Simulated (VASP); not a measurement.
Wanted: the native input for a VASP 6.6.1 run.

```yaml
Task: single point
Functional: PBEsol
Potentials_or_basis: VASP PAW PBE potentials, release 64 (Ni, Ge_d)
Cutoff: 520 eV
k_mesh: 8 × 8 × 8
Occupations: gaussian, width 0.1 eV
Spin: no spin polarisation
Dipole_correction: no
Further_INCAR_settings: ALGO = Normal; EDIFF = 1e-07; NBANDS = 30
```

The structure of Ni3Ge lies in POSCAR:

```
Ni3Ge
1.0
    3.5303341067      0.0000000000      0.0000000000
    0.0000000000      3.5303341067      0.0000000000
    0.0000000000      0.0000000000      3.5303341067
Ni Ge
3 1
Direct
    0.5000000000      0.0000000000      0.5000000000
    0.0000000000      0.5000000000      0.5000000000
    0.5000000000      0.5000000000      0.0000000000
    0.0000000000      0.0000000000      0.0000000000
```

The input as run:

INCAR

```
SYSTEM = Ni3Ge
ALGO = Normal
EDIFF = 1E-7
ENCUT = 520
GGA = PS
ISIF = 2
ISMEAR = 0
LASPH = .TRUE.
LCHARG = .FALSE.
LREAL = .FALSE.
LWAVE = .FALSE.
NBANDS = 30
NELM = 80
PREC = Accurate
SIGMA = 0.1
```

KPOINTS

```
k-points
0
G
  8 8 8
  0 0 0
```

Potentials or basis: VASP PAW PBE potentials, release 64 (Ni, Ge_d).

Command:

```sh
$ cat potpaw_PBE.64/Ni/POTCAR potpaw_PBE.64/Ge_d/POTCAR > POTCAR
$ mpirun -np 1 vasp_std > vasp.out
```

Results of the run:

```yaml
Pressure: -0.7 GPa
Band_gap_on_the_k_mesh: zero (band 22 reaches 10.22 eV, above the bottom of band 23 at 9.99 eV)
```

Caveat: the PAW data sets were made with another functional, which shifts forces and pressure a little.

Wall time 20 s on 1 thread of Intel(R) Xeon(R) 6975P-C (Granite Rapids), on a shared host, peak memory 0.18 GiB.
